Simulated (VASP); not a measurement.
Crystal: PbF2 (Fluorocronite).

```
CELL_PARAMETERS angstrom
0.00000 2.96366 2.96366
2.96366 0.00000 2.96366
2.96366 2.96366 0.00000
ATOMIC_POSITIONS crystal
Pb 0.00000 0.00000 0.00000
F 0.75000 0.75000 0.75000
F 0.25000 0.25000 0.25000
```

Base run:

```yaml
Program: VASP 6.6.1
Functional: RPBE
Potentials_or_basis: VASP PAW PBE potentials, release 64 (Pb_d, F)
Cutoff: 600 eV
k_mesh: 8 × 8 × 8
Occupations: fermi-dirac, width 0.05 eV
Spin: no spin polarisation
```

Its results: band gap on the k mesh 4.55 eV, indirect (least direct gap 4.69 eV); pressure 5.7 GPa.

Question: The run is repeated on the same cell with these changes: functional from RPBE to revPBE. What comes out?

Answer: Band gap on the k mesh 4.52 eV, indirect (least direct gap 4.66 eV); pressure 4.9 GPa.

Caveats: the PAW data sets were made with another functional, which shifts forces and pressure a little; spin-orbit coupling is left out, which moves the levels of the heavy elements.

A k mesh can miss the band edges.
